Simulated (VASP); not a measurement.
In3As3H2, 8 atoms in the cell. The cell holds a slab with vacuum, 8 atoms: a = 4.304 Å, b = 4.304 Å, c = 26.609 Å, α = 90.00°, β = 90.00°, γ = 90.00°. 

```yaml
Program: VASP 6.6.1
Task: single point
Functional: PBEsol
Potentials_or_basis: VASP PAW PBE potentials, release 64 (As, In_d, H)
Cutoff: 520 eV
k_mesh: 7 × 7 × 1
Occupations: gaussian, width 0.1 eV
Spin: no spin polarisation
Dipole_correction: yes
Further_INCAR_settings: ALGO = Normal; EDIFF = 1e-07; NBANDS = 38
```

Potentials or basis: VASP PAW PBE potentials, release 64 (As, In_d, H).

Launch:

```sh
$ cat potpaw_PBE.64/As/POTCAR potpaw_PBE.64/In_d/POTCAR potpaw_PBE.64/H/POTCAR > POTCAR
$ mpirun -np 1 vasp_std > vasp.out
```

Hardware: 1 thread of Intel(R) Xeon(R) 6975P-C (Granite Rapids) (shared host).

Task: How long does it take, and how much memory?

Result: It took 8.1 min on 1 thread of Intel(R) Xeon(R) 6975P-C (Granite Rapids) (shared host), peak memory 0.72 GiB. Counts: scf iterations 31, k points 25.
